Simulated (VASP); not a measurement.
Input of a VASP 6.6.1 run:

Contents of INCAR:

```
ALGO = Normal ; EDIFF = 1E-6
ENCUT = 520 ; ISIF = 2
ISMEAR = 0 ; LASPH = T
LCHARG = F ; LREAL = F
LWAVE = F ; NBANDS = 18
NELM = 60 ; PREC = Accurate
SIGMA = 0.05
```

Contents of KPOINTS:

```
k-points
0
Gamma
  12 12 6
```

File POSCAR:

```
NiO2
1.0
    2.6525108924      0.0000000000      0.0000000000
   -1.3262554462      2.2971418167      0.0000000000
    0.0000000000      0.0000000000      4.5631144882
Ni O
1 2
Direct
    0.0000000000      0.0000000000      0.5000000000
    0.6666666667      0.3333333333      0.6829609091
    0.3333333333      0.6666666667      0.3170390909
```

Potentials or basis: VASP PAW LDA potentials, release 64 (Ni, O).

Launch:

```bash
$ cat potpaw_LDA.64/Ni/POTCAR potpaw_LDA.64/O/POTCAR > POTCAR
$ mpirun -np 1 vasp_std > vasp.out
```

Problem. Predict the band gap on the k mesh.

Solution. 1.13 eV, indirect (least direct gap 1.61 eV).

Problem. Predict the pressure.

Solution. 46.5 GPa.

Forces in eV/Å, atoms in the order of the input:
```
Ni   0.000  0.000  0.000
O    0.000  0.000  3.704
O    0.000  0.000 -3.704
```

Caveat: forces of over 1 eV/Å act on the atoms, so gaps and moduli don't describe the material at rest. Spin polarisation is off, so any magnetic state and its effect on volume and gap are missing.
